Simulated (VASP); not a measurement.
Input of a VASP 6.6.1 run:

File INCAR:

```
PREC = Accurate ; ENCUT = 520
EDIFF = 1E-6 ; ISMEAR = 0
SIGMA = 0.1 ; LREAL = F
LASPH = T ; NELM = 80
ALGO = Normal ; ISIF = 2
LWAVE = F ; LCHARG = T
GGA = PE ; LELF = T
LVHAR = T ; NBANDS = 43
```

KPOINTS

```
Automatic mesh
0
Gamma
  6 6 2
```

File POSCAR:

```
Ta2Ti
1.0
    4.8834850306      0.0000000034      0.0000000000
   -2.4417425182      4.2292220938      0.0000000000
    0.0000000000      0.0000000000      5.4796943920
Ti Ta
2 4
Direct
    0.0000000000      0.0000000000      0.0000000000
    0.0000000000      0.0000000000      0.5000000000
    0.3333333333      0.6666666667      0.5000078799
    0.6666666667      0.3333333333      0.0000078799
    0.6666666667      0.3333333333      0.4999921201
    0.3333333333      0.6666666667      0.9999921201
```

Potentials or basis: VASP PAW PBE potentials, release 64 (Ti_sv, Ta_pv).

Launch:

```bash
$ cat potpaw_PBE.64/Ti_sv/POTCAR potpaw_PBE.64/Ta_pv/POTCAR > POTCAR
$ mpirun -np 1 vasp_std > vasp.out
```

Question: What does it give for the pressure?

Answer: -0.1 GPa.

Question: Estimate the band gap on the k mesh.

Answer: Zero (band 34 reaches 7.21 eV, above the bottom of band 35 at 5.76 eV).

Stress tensor (GPa, compression positive):
```
-0.12  0.00  0.00
 0.00 -0.12  0.00
 0.00  0.00  0.09
```

Caveat: the k points lie up to 0.57 Å⁻¹ apart; spin-orbit coupling is left out, which moves the levels of the heavy elements.
